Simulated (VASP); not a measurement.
**AlCo3: single point with r2SCAN**

Crystal: AlCo3.

```
CELL_PARAMETERS angstrom
3.57495 0.00000 0.00000
0.00000 3.57495 0.00000
0.00000 0.00000 3.57495
ATOMIC_POSITIONS crystal
Al 0.00000 0.00000 0.00000
Co 0.50000 0.50000 0.00000
Co 0.50000 0.00000 0.50000
Co 0.00000 0.50000 0.50000
```

```json
{"Program": "VASP 6.6.1", "Task": "single point", "Functional": "r2SCAN", "Potentials or basis": "VASP PAW PBE potentials, release 64 (Al, Co)", "Cutoff": "520 eV", "k mesh": "12 × 12 × 12", "Occupations": "gaussian, width 0.1 eV", "Spin": "collinear spin, ferromagnetic start", "Starting moments": "[0.0, 1.81, 1.81, 1.81] μB"}
```

| Item | Value |
| --- | --- |
| Pressure | 1.3 GPa |
| Net moment | 4.50 μB per cell |
| Site moments | Al -0.04; Co +1.57 μB |
| Valence electrons inside the program's atomic spheres | Al 0.84; Co 8.32 |

Levels at points of the mesh, in eV from the Fermi level:
Spin up:
```
           k point  band 15  band 16  band 17  band 18  band 19  band 20
(0.00, 0.00, 0.00)    -0.91    -0.91     0.32     0.32     0.32     6.23
(0.50, 0.00, 0.00)    -2.11    -2.11    -0.91     5.22     5.22     5.23
(0.50, 0.50, 0.00)    -1.91    -1.77    -1.24    -0.06    -0.06     7.93
(0.50, 0.50, 0.50)    -1.88    -1.31    -1.31    -1.31    -0.89     3.19
```
Spin down:
| k point | band 11 | band 12 | band 13 | band 14 | band 15 | band 16 |
| --- | --- | --- | --- | --- | --- | --- |
| (0.00, 0.00, 0.00) | 0.31 | 0.31 | 0.31 | 0.53 | 0.53 | 0.53 |
| (0.50, 0.00, 0.00) | -0.89 | -0.89 | -0.19 | 0.49 | 0.53 | 0.77 |
| (0.50, 0.50, 0.00) | -0.58 | -0.57 | -0.43 | 0.19 | 0.34 | 0.45 |
| (0.50, 0.50, 0.50) | -1.08 | -0.72 | -0.72 | 0.42 | 0.42 | 0.42 |

It took 5.6 min on 1 thread of Intel(R) Xeon(R) 6975P-C (Granite Rapids) (shared host), peak memory 0.29 GiB.

Caveat: the PAW data sets were made with another functional, which shifts forces and pressure a little.
